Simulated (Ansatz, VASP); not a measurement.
One calculation of PbS, two programs

Contents of INCAR:

```
PREC = Accurate ; ENCUT = 520
EDIFF = 1E-6 ; ISMEAR = 0
SIGMA = 0.03 ; LREAL = F
LASPH = T ; NELM = 80
ALGO = Normal ; ISIF = 2
LWAVE = F ; LCHARG = F
GGA = PE ; NBANDS = 17
```

KPOINTS

```
Automatic mesh
0
Gamma
  10 10 10
```

Contents of POSCAR:

```
PbS
1.0
    0.0000000000      2.9650000000      2.9650000000
    2.9650000000      0.0000000000      2.9650000000
    2.9650000000      2.9650000000      0.0000000000
Pb S
1 1
Direct
    0.0000000000      0.0000000000      0.0000000000
    0.5036510346      0.5036510346      0.5036510346
```

Input for Ansatz:

```yaml
crystal:
  lattice:
    - [0.0, 2.965, 2.965]
    - [2.965, 0.0, 2.965]
    - [2.965, 2.965, 0.0]
  atoms:
    - { symbol: Pb, position: [0.0, 0.0, 0.0] }
    - { symbol: S, position: [0.5036510346, 0.5036510346, 0.5036510346] }
basis:
  ecutwfc: 420
kpoints:
  mp_grid: { grid: [10, 10, 10] }
hamiltonian:
  xc: pbe
scf:
  occupations: { method: gaussian, width: 0.03 }
output:
  forces: true
  stress: true
  eigenvalues: true
```

Change from the starting cell: all S atoms moved +0.037 Å, as atom 2 along Cartesian [1 1 1].

Alike in both runs: task single point; functional PBE; k mesh 10 × 10 × 10; occupations gaussian, width 0.03 eV; no spin polarisation.

|  | VASP | Ansatz |
| --- | --- | --- |
| version | VASP 6.6.1 | Ansatz 0.2.0 |
| potentials or method | VASP PAW PBE potentials, release 64 (Pb_d, S), cutoff 520 eV | scalar-relativistic, plane waves, PAW |
| valence electrons in the cell | 20 | 20 |

```csv
,VASP,Ansatz,Ansatz less VASP
gap on the k mesh at the Fermi level (eV),0.37,0.36,-0.007
least direct gap on the mesh (eV),0.37,0.36,-0.007
pressure (GPa),2.2,2.3,+0.08
rms of the force components (eV/Å),0.013,0.012,-0.0003
```

Atom by atom the forces differ by 0.000 eV/Å (rms over components).

Spin-orbit coupling is off throughout.
